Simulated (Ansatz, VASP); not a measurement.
**One calculation of WSe2, two programs**

```
Se W
1.0
     3.19800    0.00000    0.00000
    -1.59900    2.76955    0.00000
     0.00000    0.00000   32.73738
Se W
2 1
Cartesian
  0.0000 1.8464 14.6842
  0.0000 1.8464 18.0532
  1.5990 0.9232 16.3687
```

Alike in both runs: task single point; functional PBE; dispersion D3(BJ); k mesh 9 × 9 × 1; occupations gaussian, width 0.02 eV; no spin polarisation.

|  | VASP | Ansatz |
| --- | --- | --- |
| version | VASP 6.6.1 | Ansatz 0.2.0 |
| potentials or method | VASP PAW PBE potentials, release 64 (Se, W_sv), cutoff 520 eV | scalar-relativistic, plane waves, PAW |
| valence electrons in the cell | 26 | 46 |

|  | VASP | Ansatz | Ansatz less VASP |
| --- | --- | --- | --- |
| gap on the k mesh at the Fermi level (eV) | 1.71 | 1.71 | -0.001 |
| least direct gap on the mesh (eV) | 1.98 | 1.99 | +0.004 |
| rms of the force components (eV/Å) | 0.322 | 0.295 | -0.0271 |

VASP's potentials hold 26 valence electrons a cell and Ansatz's 46, so a difference there can come from the potentials and not from the codes. Ansatz's warnings: xc potential rough in thin density.

Neither program's run includes spin-orbit coupling.
